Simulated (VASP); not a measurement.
Crystal: MnS.

```
CELL_PARAMETERS angstrom
0.00000 2.80000 2.80000
2.80000 0.00000 2.80000
2.80000 2.80000 0.00000
ATOMIC_POSITIONS crystal
Mn 0.00000 0.00000 0.00000
S 0.75000 0.75000 0.75000
```

Base run:

```yaml
Program: VASP 6.6.1
Functional: PBE
Potentials_or_basis: VASP PAW PBE potentials, release 64 (Mn_pv, S)
Cutoff: 520 eV
k_mesh: 6 × 6 × 6
Occupations: gaussian, width 0.05 eV
Spin: collinear spin, ferromagnetic start
Starting_moments: "[4.32, 0.07] μB"
Hubbard_terms: Mn d U = 3.0 eV
```

Its results: pressure 4.5 GPa.

Q: After a change of settings the same cell gave: pressure -15.9 GPa. Which change was it?
A. potentials or basis from VASP PAW PBE potentials, release 64 (Mn_pv, S) to VASP PAW PBE potentials, release 64 (Mn_sv, S); cutoff from 520 eV to 600 eV; further incar settings from ALGO = Normal; EDIFF = 1e-06; NBANDS = 20 to ALGO = Normal; EDIFF = 1e-06; NBANDS = 22; valence electrons from 19 to 21
B. further incar settings from ALGO = Normal; EDIFF = 1e-06; NBANDS = 20 to ALGO = Normal; EDIFF = 1e-07; NBANDS = 20; moments at the start from [4.32, 0.07] to [4.75, 0.08]
C. further incar settings from ALGO = Normal; EDIFF = 1e-06; NBANDS = 20 to ALGO = Normal; EDIFF = 1e-07; NBANDS = 20; moments at the start from [4.32, 0.07] to [5.0, 0.0]
D. spin from collinear spin, ferromagnetic start to no spin polarisation; further incar settings from ALGO = Normal; EDIFF = 1e-06; NBANDS = 20 to ALGO = Normal; EDIFF = 1e-06; NBANDS = 16

A: D.

Caveats: a cell with one magnetic atom can't hold antiferromagnetic order, which such compounds often take (some runs); U without spin polarisation on a metal has little footing (some runs).
